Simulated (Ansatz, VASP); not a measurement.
# Two plane-wave programs on C

```
C
1.0
     0.00000    1.73595    1.95850
     1.73595    0.00000    1.95850
     1.73595    1.73595    0.00000
C
2
Direct
  0.50000 0.50000 0.50000
  0.75000 0.75000 0.75000
```

Alike in both runs: task single point; functional LDA; k mesh 12 × 12 × 12; occupations gaussian, width 0.05 eV; no spin polarisation.

|  | VASP | Ansatz |
| --- | --- | --- |
| version | VASP 6.6.1 | Ansatz 0.2.0 |
| potentials or method | VASP PAW LDA potentials, release 64 (C), cutoff 520 eV | scalar-relativistic, plane waves, PAW |
| valence electrons in the cell | 8 | 8 |

|  | VASP | Ansatz | Ansatz less VASP |
| --- | --- | --- | --- |
| gap on the k mesh at the Fermi level (eV) | 2.57 | 2.58 | +0.007 |
| least direct gap on the mesh (eV) | 4.41 | 4.41 | -0.001 |
| pressure (GPa) | -26.7 | -28.0 | -1.31 |
| traceless stress, the component that is largest in VASP (GPa) | -79.42 | -79.50 | -0.076 |

Ansatz warns that its potentials were made for another functional, while VASP's fit it. LDA's correlation is that of Perdew and Zunger in VASP and of Perdew and Wang (1992) in Ansatz.
